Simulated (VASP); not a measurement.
Here is a VASP 6.6.1 calculation.

The input INCAR:

```
PREC = Accurate ; ENCUT = 520
EDIFF = 1E-6 ; ISMEAR = 0
SIGMA = 0.1 ; LREAL = F
LASPH = T ; NELM = 60
ALGO = Fast ; ISIF = 2
LWAVE = F ; LCHARG = T
GGA = PE ; LELF = T
LVHAR = T ; NBANDS = 39
```

The input KPOINTS:

```
regular mesh
0
Gamma
  4 4 4
```

Contents of POSCAR:

```
Rb4SrSn
1.0
    0.0000000000      5.5853677697      5.5853677697
    5.5853677697      0.0000000000      5.5853677697
    5.5853677697      5.5853677697      0.0000000000
Rb Sr Sn
4 1 1
Direct
    0.3727327631      0.8818017107      0.3727327631
    0.3727327631      0.3727327631      0.3727327631
    0.8818017107      0.3727327631      0.3727327631
    0.3727327631      0.3727327631      0.8818017107
    0.7500000000      0.7500000000      0.7500000000
    0.0000000000      0.0000000000      0.0000000000
```

Potentials or basis: VASP PAW PBE potentials, release 64 (Rb_sv, Sr_sv, Sn_d).

Launch:

```bash
$ cat potpaw_PBE.64/Rb_sv/POTCAR potpaw_PBE.64/Sr_sv/POTCAR potpaw_PBE.64/Sn_d/POTCAR > POTCAR
$ mpirun -np 1 vasp_std > vasp.out
```

What does it give for the pressure?

0.1 GPa.

What does it give for the largest force?

0.011 eV/Å.

What does it give for the band gap on the k mesh?

Zero (bands 30 and 31 overlap by 0.29 eV).

Forces on the atoms (eV/Å):
```
Rb  -0.006  0.006 -0.006
Rb   0.006  0.006  0.006
Rb   0.006 -0.006 -0.006
Rb  -0.006 -0.006  0.006
Sr   0.000  0.000  0.000
Sn   0.000  0.000  0.000
```

Caveat: spin-orbit coupling is left out, which moves the levels of the heavy elements.
